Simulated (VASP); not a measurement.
LiF: single point with LDA

LiF:

```
CELL_PARAMETERS angstrom
3.04641 0.00000 0.00000
-1.52321 2.63827 0.00000
0.00000 0.00000 4.60923
ATOMIC_POSITIONS crystal
Li 0.33333 0.66667 0.38398
Li 0.66667 0.33333 0.88398
F 0.33333 0.66667 0.99102
F 0.66667 0.33333 0.49102
```

This cell differs from its parent crystal: atoms shifted along a free coordinate, c/a of the conventional cell at fixed volume 1.5130.

```json
{
  "Program": "VASP 6.6.1",
  "Task": "single point",
  "Functional": "LDA",
  "Potentials or basis": "VASP PAW LDA potentials, release 64 (Li_sv, F)",
  "Cutoff": "520 eV",
  "k mesh": "9 × 9 × 6",
  "Occupations": "gaussian, width 0.05 eV",
  "Spin": "no spin polarisation",
  "Dipole correction": "no",
  "Further INCAR settings": "ALGO = Normal; EDIFF = 1e-06; NBANDS = 18"
}
```

| Item | Value |
| --- | --- |
| Largest force | 0.082 eV/Å |
| Band gap on the k mesh | 7.80 eV |

Forces on the atoms (eV/Å):
```
Li   0.000  0.000  0.082
Li   0.000  0.000  0.082
F    0.000  0.000 -0.082
F    0.000  0.000 -0.082
```

Levels at points of the mesh, in eV from the valence-band top:
| k point | band 7 | band 8 | band 9 | band 10 | band 11 | band 12 | band 13 | band 14 |
| --- | --- | --- | --- | --- | --- | --- | --- | --- |
| (0.00, 0.00, 0.00) | -0.67 | -0.26 | -0.26 | 0.00 | 7.80 | 12.31 | 15.75 | 18.24 |
| (0.00, 0.00, 0.50) | -0.47 | -0.47 | -0.47 | -0.47 | 9.58 | 9.58 | 18.02 | 18.02 |

Run time: 25 s on 1 thread of Intel Xeon 8259CL, on a shared host, peak memory 0.15 GiB.

Caveat: an odd mesh through Γ misses points on the zone boundary, where band edges can lie.
